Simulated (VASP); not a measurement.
# MoS2 (R-3m) in VASP: single point with r2SCAN

Aim: the single point of MoS2 with r2SCAN.

All numbers are computed with VASP 6.6.1; they aren't measurements. Logs are shortened: lines on timing, memory, paths and dates and some standing lists are left out, and cuts for length are marked.

## Step 1: The cell of the first run

Symmetry: R-3m, No. 166, trigonal system. Conventional cell: a = 3.276 Å, b = 3.276 Å, c = 19.242 Å, α = 90.00°, β = 90.00°, γ = 120.00°. Mo (site symmetry -3m) has 6 S at 2.43 Å and 6 Mo at 3.28 Å within 3.3 Å. S (site symmetry 3m) has 3 Mo at 2.43 Å and 6 S at 3.28 Å within 3.3 Å.

## Step 2: Single point, r2SCAN

Contents of POSCAR:

```
MoS2
1.0
    1.6380659524      0.9457378186      6.4140042900
   -1.6380659524      0.9457378186      6.4140042900
    0.0000000000     -1.8914756372      6.4140042900
Mo S
1 2
Direct
    0.0000000000      0.0000000000      0.0000000000
    0.7460318427      0.7460318427      0.7460318427
    0.2539681573      0.2539681573      0.2539681573
```

Contents of INCAR.step1:

```
SYSTEM = MoS2
PREC = Accurate
ENCUT = 550
ISMEAR = -1
SIGMA = 0.1
LREAL = .FALSE.
LASPH = .TRUE.
NELM = 120
NBANDS = 20
GGA = PE
ALGO = Normal
EDIFF = 1E-5
LWAVE = .TRUE.
LCHARG = .FALSE.
GGA_COMPAT = .FALSE.
```

Contents of INCAR.step2:

```
SYSTEM = MoS2
PREC = Accurate
ENCUT = 550
EDIFF = 1E-6
ISMEAR = -1
SIGMA = 0.1
LREAL = .FALSE.
LASPH = .TRUE.
NELM = 120
ALGO = Normal
ISIF = 2
LWAVE = .FALSE.
LCHARG = .FALSE.
METAGGA = R2SCAN
LMIXTAU = .TRUE.
NBANDS = 20
ISTART = 1
GGA_COMPAT = .FALSE.
```

Contents of KPOINTS:

```
Automatic mesh
0
G
  11 11 11
  0 0 0
```

Potentials or basis: VASP PAW PBE potentials, release 64 (Mo_sv, S).

On the command line:

```sh
$ cat potpaw_PBE.64/Mo_sv/POTCAR potpaw_PBE.64/S/POTCAR > POTCAR
$ cp INCAR.step1 INCAR
$ mpirun -np 1 vasp_std > vasp.out
$ cp INCAR.step2 INCAR
$ mpirun -np 1 vasp_std > vasp.out
```

OUTCAR:

```text
SYSTEM = MoS2
   PREC = Accurate
   ENCUT = 550
   EDIFF = 1E-6
   ISMEAR = -1
   LREAL = .FALSE.
   LASPH = .TRUE.
   NELM = 120
   ISIF = 2
   METAGGA = R2SCAN
   ISTART = 1

 ion  position               nearest neighbor table
   1  0.000  0.000  0.000-   2 2.43   2 2.43   3 2.43   3 2.43   2 2.43   3 2.43
   2  0.746  0.746  0.746-   1 2.43   1 2.43   1 2.43
   3  0.254  0.254  0.254-   1 2.43   1 2.43   1 2.43

  LATTYP: Found a trigonal (rhomboedric) cell.
 ALAT       =     6.6870868933
 COS(alpha) =     0.8799896148

  Lattice vectors:

 A1 = (   1.6380659524,   0.9457378186,   6.4140042900)
 A2 = (  -1.6380659524,   0.9457378186,   6.4140042900)
 A3 = (   0.0000000000,  -1.8914756372,   6.4140042900)

Analysis of symmetry for initial positions (statically):
=====================================================================
 Subroutine PRICEL returns:
 Original cell was already a primitive cell.

 Routine SETGRP: Setting up the symmetry group for a
 trigonal (rhombohedral) supercell.

 Subroutine GETGRP returns: Found 12 space group operations
 (whereof 12 operations were pure point group operations)
 out of a pool of 12 trial point group operations.

The static configuration has the point symmetry D_3d.

Analysis of symmetry for dynamics (positions and initial velocities):
=====================================================================
 Subroutine PRICEL returns:
 Original cell was already a primitive cell.

 Routine SETGRP: Setting up the symmetry group for a
 trigonal (rhombohedral) supercell.

 Subroutine GETGRP returns: Found 12 space group operations
 (whereof 12 operations were pure point group operations)
 out of a pool of 12 trial point group operations.

The dynamic configuration has the point symmetry D_3d.

 Subroutine INISYM returns: Found 12 space group operations
 (whereof 12 operations are pure point group operations),
 and found     1 'primitive' translations

----------------------------------------------------------------------------------------

                                     Primitive cell

  volume of cell :      59.6187

  direct lattice vectors                    reciprocal lattice vectors
     1.638065952  0.945737819  6.414004290     0.305238015  0.176229250  0.051969615
    -1.638065952  0.945737819  6.414004290    -0.305238015  0.176229250  0.051969615
     0.000000000 -1.891475637  6.414004290     0.000000000 -0.352458500  0.051969615

  length of vectors
     6.687086893  6.687086893  6.687086893     0.356269330  0.356269330  0.356269330

  position of ions in fractional coordinates (direct lattice)
     0.000000000  0.000000000  0.000000000
     0.746031843  0.746031843  0.746031843
     0.253968157  0.253968157  0.253968157

  ion indices of the primitive-cell ions
   primitive index   ion index
                 1           1
                 2           2
                 3           3

----------------------------------------------------------------------------------------

 KPOINTS: Automatic mesh

Automatic generation of k-mesh.
 Grid dimensions read from file:
 generate k-points for:   11   11   11

 Generating k-lattice:

  Cartesian coordinates                     Fractional coordinates (reciprocal lattice)
     0.027748910  0.016020841  0.004724510     0.090909091  0.000000000  0.000000000
    -0.027748910  0.016020841  0.004724510     0.000000000  0.090909091  0.000000000
     0.000000000 -0.032041682  0.004724510     0.000000000  0.000000000  0.090909091

  Length of vectors
     0.032388121  0.032388121  0.032388121

  Shift w.r.t. Gamma in fractional coordinates (k-lattice)
     0.000000000  0.000000000  0.000000000

 Subroutine IBZKPT returns following result:
 ===========================================

 Found    146 irreducible k-points:

 Following reciprocal coordinates:
            Coordinates               Weight
  0.000000  0.000000  0.000000      1.000000
  0.090909 -0.000000 -0.000000      6.000000
  0.181818 -0.000000  0.000000      6.000000
  0.272727  0.000000 -0.000000      6.000000
  0.363636  0.000000 -0.000000      6.000000
  0.454545  0.000000 -0.000000      6.000000
[... 16 lines left out ...]
 -0.272727  0.181818 -0.000000     12.000000
 -0.181818  0.181818  0.000000      6.000000
 [... further k-points ...]
   k-points           NKPTS =    146   k-points in BZ     NKDIM =    146   number of bands    NBANDS=     20
   number of dos      NEDOS =    301   number of ions     NIONS =      3
   total plane-waves  NPLWV = 157464
   dimension x,y,z NGX =    54 NGY =   54 NGZ =   54
   dimension x,y,z NGXF=   108 NGYF=  108 NGZF=  108
   ions per type =               1   2
   NGX,Y,Z   is equivalent  to a cutoff of  13.42, 13.42, 13.42 a.u.
   NGXF,Y,Z  is equivalent  to a cutoff of  26.85, 26.85, 26.85 a.u.
 SYSTEM =  MoS2
   PREC   = accura    normal or accurate (medium, high low for compatibility)
   ISTART =      1    job   : 0-new  1-cont  2-samecut
   ICHARG =      0    charge: 1-file 2-atom 10-const
   ISPIN  =      1    spin polarized calculation?
   LNONCOLLINEAR =      F non collinear calculations
   LSORBIT =      F    spin-orbit coupling
   LASPH  =      T    aspherical Exc in radial PAW
   ENCUT  =  550.0 eV  40.42 Ry    6.36 a.u.  12.79 12.79 12.79*2*pi/ulx,y,z
   NELM   =    120;   NELMIN=  2; NELMDL=  0     # of ELM steps
   EDIFF  = 0.1E-05   stopping-criterion for ELM
   LREAL  =      F    real-space projection
   EDIFFG = 0.1E-04   stopping-criterion for IOM
   NSW    =      0    number of steps for IOM
   IBRION =     -1    ionic relax: 0-MD 1-quasi-New 2-CG
   NFREE  =      0    steps in history (QN), initial steepest desc. (CG)
   ISIF   =      2    stress and relaxation
   ISYM   =      2    0-nonsym 1-usesym 2-fastsym
   POTIM  = 0.5000    time-step for ionic-motion
   TEBEG  =    0.0;   TEEND  =   0.0 temperature during run
   PSTRESS=    0.0 pullay stress
   NELECT =      26.0000    total number of electrons
   NUPDOWN=      -1.0000    fix difference up-down
   EMIN   =  10.00;   EMAX   =-10.00  energy-range for DOS
   EFERMI =   0.00;   METHOD = LEGACY
   ISMEAR =    -1;   SIGMA  =   0.10  broadening in eV -4-tet -1-fermi 0-gaus
   EFERMI_NEDOS =   21; number of points for ismear=-14 and -15
   IALGO  =     38    algorithm
   IMIX   =      4    mixing-type and parameters
     AMIX     =   0.40;   BMIX     =  1.00
     AMIX_MAG =   1.60;   BMIX_MAG =  1.00
  volume/ion in A,a.u.               =      19.87       134.11
  Fermi-wavevector in a.u.,A,eV,Ry     =   1.241476  2.346050 20.970159  1.541263
  Thomas-Fermi vector in A             =   2.375872
   LORBIT       =      0    0 simple, 1 ext, 2 COOP (PROOUT), +10 PAW based schemes
   METAGGA = R2SCAN    functional components
   LHFCALC =     F    Hartree Fock is set to
   AEXX    =    0.0000 exact exchange contribution
   IVDW    =     0    specifies the selected vdW correction
   LEPSILON=     F    determine dielectric tensor
   LRPA    =     F    only Hartree local field effects (RPA)
 non-spin polarized calculation
  energy-cutoff  :      550.00
  volume of cell :       59.62
 maximum number of plane-waves:      1760
 NGX is ok and might be reduce to    54
   NGX = 25   NGY = 25   NGZ = 25

 number of electron      26.0000001 magnetization

 Free energy of the ion-electron system (eV)
  ---------------------------------------------------
  ext. energy  EPLUGINS =         0.00000000
  ---------------------------------------------------
  free energy    TOTEN  =       -44.15951927 eV

  energy without entropy =      -44.11752906  energy(sigma->0) =      -44.13852417

 E-fermi :   6.2670     XC(G=0): -10.8037

 val. band max:        6.2627030819   @ k =   0.0909  -0.0000  -0.0000
 cond. band min:       6.2761046089   @ k =   0.1818   0.1818   0.0909
 fundamental gap:      0.0134015270
 Fermi energy:         6.2670014472

 k-point     1 :       0.0000    0.0000    0.0000
  band No.  band energies     occupation
      1     -57.5688      2.00000
      2     -30.8572      2.00000
      3     -30.8572      2.00000
      4     -30.8409      2.00000
      5      -9.1053      2.00000
      6      -7.6516      2.00000
[... 12 lines left out ...]
     19      12.8347      0.00000
     20      16.2331      0.00000

 k-point     2 :       0.0909   -0.0000   -0.0000
  band No.  band energies     occupation
      1     -57.5666      2.00000
      2     -30.8812      2.00000
      3     -30.8627      2.00000
      4     -30.8360      2.00000
      5      -8.9816      2.00000
      6      -7.6330      2.00000
[... 12 lines left out ...]
     19      13.4220      0.00000
     20      15.8466      0.00000

 k-point     3 :       0.1818   -0.0000    0.0000
  band No.  band energies     occupation
      1     -57.5606      2.00000
      2     -30.9451      2.00000
      3     -30.8775      2.00000
      4     -30.8230      2.00000
      5      -8.6353      2.00000
      6      -7.5778      2.00000
[... 12 lines left out ...]
     19      14.1961      0.00000
     20      15.7570      0.00000

 k-point     4 :       0.2727    0.0000   -0.0000
  band No.  band energies     occupation
      1     -57.5528      2.00000
      2     -31.0278      2.00000
      3     -30.8967      2.00000
      4     -30.8059      2.00000
      5      -8.1566      2.00000
      6      -7.4733      2.00000
[... 12 lines left out ...]
     19      14.3435      0.00000
     20      15.2480      0.00000

 k-point     5 :       0.3636    0.0000   -0.0000
  band No.  band energies     occupation
      1     -57.5456      2.00000
      2     -31.1028      2.00000
      3     -30.9143      2.00000
      4     -30.7901      2.00000
      5      -7.7778      2.00000
      6      -7.2293      2.00000
[... 12 lines left out ...]
     19      13.9170      0.00000
     20      14.8938      0.00000
[... 353 lines left out ...]
      6      -6.9768      2.00000
[... 12 lines left out ...]
     19      14.1378      0.00000
     20      15.0186      0.00000

 k-point    22 :      -0.3636    0.1818    0.0000
  band No.  band energies     occupation
      1     -57.5393      2.00000
      2     -31.1199      2.00000
      3     -30.9784      2.00000
      4     -30.7766      2.00000
      5      -7.4206      2.00000
      6      -6.9931      2.00000
[... 12 lines left out ...]
     19      14.1303      0.00000
     20      15.3688      0.00000

 k-point    23 :      -0.2727    0.1818   -0.0000
  band No.  band energies     occupation
      1     -57.5429      2.00000
      2     -31.0939      2.00000
      3     -30.9581      2.00000
      4     -30.7844      2.00000
      5      -7.4996      2.00000
      6      -7.2830      2.00000
[... 12 lines left out ...]
     19      14.3852      0.00000
     20      15.1632      0.00000

 k-point    24 :      -0.1818    0.1818    0.0000
  band No.  band energies     occupation
      1     -57.5490      2.00000
      2     -31.0480      2.00000
      3     -30.9259      2.00000
      4     -30.7976      2.00000
      5      -7.8806      2.00000
      6      -7.4463      2.00000
[... 12 lines left out ...]
     19      14.9439      0.00000
     20      15.4597      0.00000

 [... further k-points ...]

------------------------ aborting loop because EDIFF is reached ----------------------------------------

  FORCE on cell =-STRESS in cart. coord.  units (eV):
  Direction    XX          YY          ZZ          XY          YZ          ZX
  --------------------------------------------------------------------------------------
  -------------------------------------------------------------------------------------
  Total       -1.0924018     -1.0924018     -0.2250186      0.0000000      0.0000000      0.0000000
  in kB      -29.3569113    -29.3569113     -6.0470902      0.0000000      0.0000000      0.0000000
  external PRESSURE =     -21.5869709 kB  Pullay stress =       0.0000000 kB

 VOLUME and BASIS-vectors are now :
 -----------------------------------------------------------------------------
  energy-cutoff  :      550.00
  volume of cell :       59.62
      direct lattice vectors                 reciprocal lattice vectors
     1.638065952  0.945737819  6.414004290     0.305238015  0.176229250  0.051969615
    -1.638065952  0.945737819  6.414004290    -0.305238015  0.176229250  0.051969615
     0.000000000 -1.891475637  6.414004290     0.000000000 -0.352458500  0.051969615

 POSITION                                       TOTAL-FORCE (eV/Angst)
 -----------------------------------------------------------------------------------
      0.00000      0.00000      0.00000         0.000000      0.000000      0.000000
      0.00000      0.00000     14.35515         0.000000     -0.000000      0.002945
      0.00000      0.00000      4.88686         0.000000     -0.000000     -0.002945
 -----------------------------------------------------------------------------------
    total drift:                                0.000000     -0.000000     -0.000000

  FREE ENERGIE OF THE ION-ELECTRON SYSTEM (eV)
  ---------------------------------------------------
  free  energy   TOTEN  =       -44.1595192734 eV

  energy  without entropy=      -44.1175290594  energy(sigma->0) =      -44.13852417
```

Wall time 90 min (1 thread of Intel Xeon 8259CL, shared host); peak memory 0.55 GiB.

What came out:

```yaml
Free_energy: -44.1595 eV
Pressure: -2.2 GPa
Band_gap_on_the_k_mesh: zero (bands 13 and 14 overlap by 0.82 eV)
```

Forces on the atoms (eV/Å):
```
Mo   0.000  0.000  0.000
S    0.000  0.000  0.003
S    0.000  0.000 -0.003
```

Stress tensor (GPa, compression positive):
```
-2.94  0.00  0.00
 0.00 -2.94  0.00
 0.00  0.00 -0.60
```

Caveat: the PAW data sets were made with another functional, which shifts forces and pressure a little.
